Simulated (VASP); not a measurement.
Set up this calculation in VASP 6.6.1, as the native input.

| Item | Value |
| --- | --- |
| Task | electric field gradients |
| Functional | PBE |
| Potentials or basis | VASP PAW PBE potentials, release 64 (Te, Pb_d) |
| Cutoff | 520 eV |
| k mesh | 11 × 11 × 11 |
| Occupations | fermi-dirac, width 0.08 eV |
| Spin | no spin polarisation |
| Dipole correction | no |
| Further INCAR settings | ALGO = Normal; EDIFF = 1e-08; NBANDS = 17 |

The structure of TePb lies in POSCAR:

```
TePb
1.0
    0.0000000000      3.2270000000      3.2270000000
    3.2270000000      0.0000000000      3.2270000000
    3.2270000000      3.2270000000      0.0000000000
Te Pb
1 1
Direct
    0.5000000000      0.5000000000      0.5000000000
    0.0000000000      0.0000000000      0.0000000000
```

These files were run (other wordings do the same):

INCAR

```
  PREC = Accurate
  ENCUT = 520
  EDIFF = 1E-8
  ISMEAR = -1
  SIGMA = 0.08
  LREAL = F
  LASPH = T
  NELM = 100
  ALGO = Normal
  ISIF = 2
  LWAVE = F
  LCHARG = F
  GGA = PE
  LEFG = T
  NBANDS = 17
```

KPOINTS

```
regular mesh
0
Gamma
  11 11 11
```

Potentials or basis: VASP PAW PBE potentials, release 64 (Te, Pb_d).

Run with:

```bash
$ cat potpaw_PBE.64/Te/POTCAR potpaw_PBE.64/Pb_d/POTCAR > POTCAR
$ mpirun -np 1 vasp_std > vasp.out
```

Results of the run:

- Pressure: 2.3 GPa

Caveat: without QUAD_EFG the Cq values of the log hold for a quadrupole moment of 1 mb, not for the nuclei.

It took 67 s on 1 thread of Intel(R) Xeon(R) Platinum 8259CL CPU @ 2.50GHz (Skylake/Cascade Lake), on a shared host, peak memory 0.24 GiB.
